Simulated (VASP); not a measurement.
# MgI2 (P-3m1) in VASP: settings compared, part 2 of 2

VASP 6.6.1.

## Step 5: Single point, PBE

This run uses another cell than the first one, of 40.16 Å³/atom, 1.180 times its volume.

The input, INCAR:

```
SYSTEM = MgI2
PREC = Accurate ; ENCUT = 520
EDIFF = 1E-6 ; ISMEAR = -1
SIGMA = 0.05 ; LREAL = .False.
LASPH = .True. ; NELM = 80
ALGO = Normal ; ISIF = 2
LWAVE = .False. ; LCHARG = .False.
GGA = PE ; NBANDS = 15
```

The input, KPOINTS:

```
Automatic mesh
0
Gamma
  8 8 4
  0 0 0
```

The input, POSCAR:

```
MgI2
1.0
    4.2065609345      0.0000000000      0.0000000000
   -2.1032804672      3.6429886318      0.0000000000
    0.0000000000      0.0000000000      7.8628484883
I Mg
2 1
Direct
    0.6666666667      0.3333333333      0.7872098093
    0.3333333333      0.6666666667      0.2127901907
    0.0000000000      0.0000000000      0.0000000000
```

Potentials or basis: VASP PAW PBE potentials, release 64 (I, Mg).

Command:

```bash
$ cat potpaw_PBE.64/I/POTCAR potpaw_PBE.64/Mg/POTCAR > POTCAR
$ mpirun -np 1 vasp_std > vasp.out
```

OUTCAR:

```text
SYSTEM = MgI2
   PREC = Accurate
   ENCUT = 520
   EDIFF = 1E-6
   ISMEAR = -1
   LREAL = .False.
   LASPH = .True.
   NELM = 80
   ISIF = 2
   GGA = PE

 ion  position               nearest neighbor table
   1  0.667  0.333  0.787-   3 2.95   3 2.95   3 2.95
   2  0.333  0.667  0.213-   3 2.95   3 2.95   3 2.95
   3  0.000  0.000  0.000-   1 2.95   2 2.95   2 2.95   1 2.95   1 2.95   2 2.95

  LATTYP: Found a hexagonal cell.
 ALAT       =     4.2065609345
 C/A-ratio  =     1.8691868752

  Lattice vectors:

 A1 = (   4.2065609345,   0.0000000000,   0.0000000000)
 A2 = (  -2.1032804672,   3.6429886318,   0.0000000000)
 A3 = (   0.0000000000,   0.0000000000,   7.8628484883)

Analysis of symmetry for initial positions (statically):
=====================================================================
 Subroutine PRICEL returns:
 Original cell was already a primitive cell.

 Routine SETGRP: Setting up the symmetry group for a
 hexagonal supercell.

 Subroutine GETGRP returns: Found 12 space group operations
 (whereof 12 operations were pure point group operations)
 out of a pool of 24 trial point group operations.

The static configuration has the point symmetry D_3d.

Analysis of symmetry for dynamics (positions and initial velocities):
=====================================================================
 Subroutine PRICEL returns:
 Original cell was already a primitive cell.

 Routine SETGRP: Setting up the symmetry group for a
 hexagonal supercell.

 Subroutine GETGRP returns: Found 12 space group operations
 (whereof 12 operations were pure point group operations)
 out of a pool of 24 trial point group operations.

The dynamic configuration has the point symmetry D_3d.

 Subroutine INISYM returns: Found 12 space group operations
 (whereof 12 operations are pure point group operations),
 and found     1 'primitive' translations

----------------------------------------------------------------------------------------

                                     Primitive cell

  volume of cell :     120.4939

  direct lattice vectors                    reciprocal lattice vectors
     4.206560934  0.000000000  0.000000000     0.237723883  0.137249948  0.000000000
    -2.103280467  3.642988632  0.000000000     0.000000000  0.274499896  0.000000000
     0.000000000  0.000000000  7.862848488     0.000000000  0.000000000  0.127180373

  length of vectors
     4.206560934  4.206560934  7.862848488     0.274499896  0.274499896  0.127180373

  position of ions in fractional coordinates (direct lattice)
     0.666666667  0.333333333  0.787209809
     0.333333333  0.666666667  0.212790191
     0.000000000  0.000000000  0.000000000

  ion indices of the primitive-cell ions
   primitive index   ion index
                 1           1
                 2           2
                 3           3

----------------------------------------------------------------------------------------

 KPOINTS: Automatic mesh

Automatic generation of k-mesh.
 Grid dimensions read from file:
 generate k-points for:    8    8    4

 Generating k-lattice:

  Cartesian coordinates                     Fractional coordinates (reciprocal lattice)
     0.029715485  0.017156243  0.000000000     0.125000000 -0.000000000  0.000000000
     0.000000000  0.034312487  0.000000000     0.000000000  0.125000000  0.000000000
     0.000000000  0.000000000  0.031795093     0.000000000  0.000000000  0.250000000

  Length of vectors
     0.034312487  0.034312487  0.031795093

  Shift w.r.t. Gamma in fractional coordinates (k-lattice)
     0.000000000  0.000000000  0.000000000

 Subroutine IBZKPT returns following result:
 ===========================================

 Found     35 irreducible k-points:

 Following reciprocal coordinates:
            Coordinates               Weight
  0.000000  0.000000  0.000000      1.000000
  0.125000 -0.000000  0.000000      6.000000
  0.250000 -0.000000  0.000000      6.000000
  0.375000 -0.000000  0.000000      6.000000
  0.500000 -0.000000  0.000000      3.000000
  0.125000  0.125000  0.000000      6.000000
[... 16 lines left out ...]
 -0.125000  0.500000  0.250000     12.000000
  0.250000  0.250000  0.250000     12.000000
 [... further k-points ...]
   k-points           NKPTS =     35   k-points in BZ     NKDIM =     35   number of bands    NBANDS=     15
   number of dos      NEDOS =    301   number of ions     NIONS =      3
   total plane-waves  NPLWV =  61440
   dimension x,y,z NGX =    32 NGY =   32 NGZ =   60
   dimension x,y,z NGXF=    64 NGYF=   64 NGZF=  120
   ions per type =               2   1
   NGX,Y,Z   is equivalent  to a cutoff of  12.65, 12.65, 12.69 a.u.
   NGXF,Y,Z  is equivalent  to a cutoff of  25.29, 25.29, 25.37 a.u.
 SYSTEM =  MgI2
   PREC   = accura    normal or accurate (medium, high low for compatibility)
   ISTART =      0    job   : 0-new  1-cont  2-samecut
   ICHARG =      2    charge: 1-file 2-atom 10-const
   ISPIN  =      1    spin polarized calculation?
   LNONCOLLINEAR =      F non collinear calculations
   LSORBIT =      F    spin-orbit coupling
   LASPH  =      T    aspherical Exc in radial PAW
   ENCUT  =  520.0 eV  38.22 Ry    6.18 a.u.   7.82  7.82 14.62*2*pi/ulx,y,z
   NELM   =     80;   NELMIN=  2; NELMDL= -5     # of ELM steps
   EDIFF  = 0.1E-05   stopping-criterion for ELM
   LREAL  =      F    real-space projection
   EDIFFG = 0.1E-04   stopping-criterion for IOM
   NSW    =      0    number of steps for IOM
   IBRION =     -1    ionic relax: 0-MD 1-quasi-New 2-CG
   NFREE  =      0    steps in history (QN), initial steepest desc. (CG)
   ISIF   =      2    stress and relaxation
   ISYM   =      2    0-nonsym 1-usesym 2-fastsym
   POTIM  = 0.5000    time-step for ionic-motion
   TEBEG  =    0.0;   TEEND  =   0.0 temperature during run
   PSTRESS=    0.0 pullay stress
   NELECT =      16.0000    total number of electrons
   NUPDOWN=      -1.0000    fix difference up-down
   EMIN   =  10.00;   EMAX   =-10.00  energy-range for DOS
   EFERMI =   0.00;   METHOD = LEGACY
   ISMEAR =    -1;   SIGMA  =   0.05  broadening in eV -4-tet -1-fermi 0-gaus
   EFERMI_NEDOS =   21; number of points for ismear=-14 and -15
   IALGO  =     38    algorithm
   IMIX   =      4    mixing-type and parameters
     AMIX     =   0.40;   BMIX     =  1.00
     AMIX_MAG =   1.60;   BMIX_MAG =  1.00
  volume/ion in A,a.u.               =      40.16       271.04
  Fermi-wavevector in a.u.,A,eV,Ry     =   0.835205  1.578309  9.490985  0.697568
  Thomas-Fermi vector in A             =   1.948725
   LORBIT       =      0    0 simple, 1 ext, 2 COOP (PROOUT), +10 PAW based schemes
   GGA     = PE    functional components
[... 5 lines left out ...]
 non-spin polarized calculation
  energy-cutoff  :      520.00
  volume of cell :      120.49
 maximum number of plane-waves:      3266
 NGX is ok and might be reduce to    32
   NGX = 15   NGY = 15   NGZ = 29

 number of electron      16.0000000 magnetization

 Free energy of the ion-electron system (eV)
  ---------------------------------------------------
  ext. energy  EPLUGINS =         0.00000000
  ---------------------------------------------------
  free energy    TOTEN  =        -7.73975396 eV

  energy without entropy =       -7.73975396  energy(sigma->0) =       -7.73975396

 E-fermi :   1.9643     XC(G=0):  -7.4034

 val. band max:        0.8774965949   @ k =   0.0000   0.0000   0.0000
 cond. band min:       4.4870479310   @ k =   0.5000  -0.0000   0.5000
 fundamental gap:      3.6095513360
 Fermi energy:         1.9643279991

 k-point     1 :       0.0000    0.0000    0.0000
  band No.  band energies     occupation
      1     -10.8718      2.00000
      2     -10.3396      2.00000
      3      -2.1077      2.00000
      4       0.5808      2.00000
      5       0.5938      2.00000
      6       0.5938      2.00000
      7       0.8775      2.00000
      8       0.8775      2.00000
      9       4.5899      0.00000
     10       5.7775      0.00000
     11       7.5720      0.00000
     12       7.5720      0.00000
     13       7.7826      0.00000
     14       9.0292      0.00000
     15       9.0292      0.00000
[... 397 lines left out ...]
 k-point    24 :       0.2500    0.2500    0.2500
  band No.  band energies     occupation
      1     -10.2677      2.00000
      2     -10.0941      2.00000
      3      -2.1434      2.00000
      4      -1.5294      2.00000
      5      -1.0598      2.00000
      6      -0.4497      2.00000
      7      -0.0498      2.00000
      8       0.4274      2.00000
      9       5.3583      0.00000
     10       6.9126      0.00000
     11       7.7733      0.00000
     12       8.1834      0.00000
     13       8.4177      0.00000
     14       8.5986      0.00000
     15       9.3526      0.00000

 [... further k-points ...]
[... 5 lines left out ...]
  --------------------------------------------------------------------------------------
  -------------------------------------------------------------------------------------
  Total       -0.0392015     -0.0392015     -0.0319068     -0.0000000      0.0000000      0.0000000
  in kB       -0.5212523     -0.5212523     -0.4242573     -0.0000000      0.0000000      0.0000000
  external PRESSURE =      -0.4889206 kB  Pullay stress =       0.0000000 kB

 VOLUME and BASIS-vectors are now :
 -----------------------------------------------------------------------------
  energy-cutoff  :      520.00
  volume of cell :      120.49
      direct lattice vectors                 reciprocal lattice vectors
     4.206560934  0.000000000  0.000000000     0.237723883  0.137249948  0.000000000
    -2.103280467  3.642988632  0.000000000     0.000000000  0.274499896  0.000000000
     0.000000000  0.000000000  7.862848488     0.000000000  0.000000000  0.127180373

 POSITION                                       TOTAL-FORCE (eV/Angst)
 -----------------------------------------------------------------------------------
      2.10328      1.21433      6.18971         0.000000      0.000000      0.009326
     -0.00000      2.42866      1.67314        -0.000000      0.000000     -0.009326
      0.00000      0.00000      0.00000         0.000000      0.000000      0.000000
 -----------------------------------------------------------------------------------
    total drift:                                0.000000     -0.000000      0.000000

  FREE ENERGIE OF THE ION-ELECTRON SYSTEM (eV)
  ---------------------------------------------------
  free  energy   TOTEN  =        -7.7397539625 eV

  energy  without entropy=       -7.7397539625  energy(sigma->0) =       -7.73975396
```

OSZICAR:

```text
N       E                     dE             d eps       ncg     rms          rms(c)
DAV:   1     0.791010077574E+02    0.79101E+02   -0.56687E+03  1050   0.827E+02
DAV:   2    -0.106882417446E+01   -0.80170E+02   -0.73064E+02  1516   0.128E+02
DAV:   3    -0.776682512285E+01   -0.66980E+01   -0.66673E+01  1393   0.427E+01
DAV:   4    -0.790914383925E+01   -0.14232E+00   -0.14231E+00  1499   0.748E+00
DAV:   5    -0.791058602321E+01   -0.14422E-02   -0.14422E-02  1395   0.779E-01    0.375E+00
DAV:   6    -0.776872257931E+01    0.14186E+00   -0.12478E-01  1134   0.178E+00    0.258E+00
DAV:   7    -0.774169860214E+01    0.27024E-01   -0.12987E-01  1169   0.177E+00    0.754E-01
DAV:   8    -0.773962696576E+01    0.20716E-02   -0.89746E-03  1141   0.528E-01    0.266E-01
DAV:   9    -0.773976515410E+01   -0.13819E-03   -0.11398E-03  1428   0.200E-01    0.976E-02
DAV:  10    -0.773975005006E+01    0.15104E-04   -0.40066E-05  1274   0.433E-02    0.381E-02
DAV:  11    -0.773975339221E+01   -0.33422E-05   -0.11145E-05  1197   0.218E-02    0.173E-02
DAV:  12    -0.773975396255E+01   -0.57034E-06   -0.50983E-07  1113   0.490E-03
   1 F= -.77397540E+01 E0= -.77397540E+01  d E =-.612909E-10
```

Run time: 29 s. Hardware: 1 thread of AMD EPYC 9R45 (Zen 5), shared host; peak memory 0.24 GiB.

What came out:

* Free energy: -7.7398 eV
* Pressure: 0.0 GPa
* Largest force: 0.009 eV/Å
* Band gap on the k mesh: 3.61 eV, indirect (least direct gap 3.71 eV)

Forces in eV/Å, atoms in the order of the input:
```
I    0.000  0.000  0.009
I    0.000  0.000 -0.009
Mg   0.000  0.000  0.000
```

Caveat: spin-orbit coupling is left out, which moves the levels of the heavy elements; this functional lacks dispersion, which binds the layers, so the pressure and a relaxed spacing across them are unreliable. A k mesh can miss the band edges.

## Step 6: Single point, RPBE

This run uses another cell than the first one, of 45.43 Å³/atom, 1.335 times its volume.

The input, INCAR:

```
PREC = Accurate
ENCUT = 520
EDIFF = 1E-7
ISMEAR = -1
SIGMA = 0.05
LREAL = False
LASPH = True
NELM = 100
ALGO = Normal
ISIF = 2
LWAVE = False
LCHARG = False
GGA = RP
NBANDS = 15
```

The input, KPOINTS:

```
Automatic mesh
0
Gamma
  8 8 4
```

The input, POSCAR:

```
MgI2
1.0
    4.2835533261      0.0000000000      0.0000000000
   -2.1417766630      3.7096659988      0.0000000000
    0.0000000000      0.0000000000      8.5767817071
I Mg
2 1
Direct
    0.6666666667      0.3333333333      0.8043840068
    0.3333333333      0.6666666667      0.1956159932
    0.0000000000      0.0000000000      0.0000000000
```

Potentials or basis: VASP PAW PBE potentials, release 64 (I, Mg).

Command:

```bash
$ cat potpaw_PBE.64/I/POTCAR potpaw_PBE.64/Mg/POTCAR > POTCAR
$ mpirun -np 1 vasp_std > vasp.out
```

Run time: 36 s. Hardware: 1 thread of AMD EPYC 9R45 (Zen 5), shared host; peak memory 0.24 GiB.

It converged, with:

- Free energy: -7.1247 eV
- Pressure: -0.1 GPa
- Largest force: 0.014 eV/Å
- Band gap on the k mesh: 3.73 eV, indirect (least direct gap 3.79 eV)

Forces on the atoms (eV/Å):
```
I    0.000  0.000  0.014
I    0.000  0.000 -0.014
Mg   0.000  0.000  0.000
```

Levels at points of the mesh, in eV from the valence-band top:
```tsv
k point	band 5	band 6	band 7	band 8	band 9	band 10	band 11	band 12
(0.00, 0.00, 0.00)	-0.26	-0.26	0.00	0.00	3.79	5.01	6.62	6.70
(0.50, 0.00, 0.00)	-1.14	-1.04	-0.50	-0.34	3.76	5.60	6.03	7.31
(0.00, 0.00, 0.50)	-0.26	-0.26	0.00	0.00	4.21	4.98	6.58	6.68
(0.50, 0.00, 0.50)	-1.06	-1.04	-0.50	-0.35	3.73	5.62	5.98	6.57
```

Caveat: the PAW data sets were made with another functional, which shifts forces and pressure a little; spin-orbit coupling is left out, which moves the levels of the heavy elements; this functional lacks dispersion, which binds the layers, so the pressure and a relaxed spacing across them are unreliable. A hybrid or GW would open this gap; RPBE tends to underestimate it.

## Step 7: Summary

| level | potentials or basis | cell | gap on the mesh (eV) | pressure (GPa) | largest force (eV/Å) |
| --- | --- | --- | --- | --- | --- |
| PBEsol | VASP PAW PBE potentials, release 64 (I, Mg) | a = 4.140, b = 4.140, c = 6.880 Å, angles 90.0, 90.0, 120.0°, 3 atoms | 3.42 | -0.8 | 0.30 |
| LDA | VASP PAW LDA potentials, release 64 (I, Mg) | a = 4.073, b = 4.073, c = 6.701 Å, angles 90.0, 90.0, 120.0°, 3 atoms | 3.34 | -0.1 | 0.01 |
| PBEsol | VASP PAW PBE potentials, release 64 (I, Mg) | a = 4.132, b = 4.132, c = 7.029 Å, angles 90.0, 90.0, 120.0°, 3 atoms | 3.54 | -0.1 | 0.01 |
| PBE | VASP PAW PBE potentials, release 64 (I, Mg) | a = 4.207, b = 4.207, c = 7.863 Å, angles 90.0, 90.0, 120.0°, 3 atoms | 3.61 | 0.0 | 0.01 |
| RPBE | VASP PAW PBE potentials, release 64 (I, Mg) | a = 4.284, b = 4.284, c = 8.577 Å, angles 90.0, 90.0, 120.0°, 3 atoms | 3.73 | -0.1 | 0.01 |

Alike in all rows: task single point; no spin polarisation; k mesh 8 × 8 × 4; cutoff (eV) 520; smearing fermi-dirac 0.05 eV.

Caveats: spin-orbit coupling is left out, which moves the levels of the heavy elements; this functional lacks dispersion, which binds the layers, so the pressure and a relaxed spacing across them are unreliable (some runs); the PAW data sets were made with another functional, which shifts forces and pressure a little (some runs).

Total energies depend on the potentials used, so only differences within one code and one set of settings carry meaning.
